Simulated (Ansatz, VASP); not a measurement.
**One calculation of Ru, two programs**

```
CELL_PARAMETERS angstrom
0.00000 1.88442 1.88442
1.88442 0.00000 1.88442
1.88442 1.88442 0.00000
ATOMIC_POSITIONS crystal
Ru 0.00000 0.00000 0.00000
```

Alike in both runs: functional PBEsol; k mesh 20 × 20 × 20; occupations gaussian, width 0.1 eV; no spin polarisation.

Ansatz relaxed the structure, and its values are those at the end. VASP's run is a single point on that final structure, the one shown.

```csv
,VASP,Ansatz
version,VASP 6.6.1,Ansatz 0.2.0
potentials or method,"VASP PAW PBE potentials, release 64 (Ru_pv), cutoff 500 eV","scalar-relativistic, plane waves, PAW"
valence electrons in the cell,14,16
```

|  | VASP | Ansatz | Ansatz less VASP |
| --- | --- | --- | --- |
| gap on the k mesh at the Fermi level (eV) | none | none | - |
| pressure (GPa) | 0.0 | 0.0 | +0.03 |

VASP's potentials were made for PBE, not for PBEsol. A gap of «none» marks a metal or a gap that the smearing closes. VASP's potentials hold 14 valence electrons a cell and Ansatz's 16, so a difference there can come from the potentials and not from the codes.
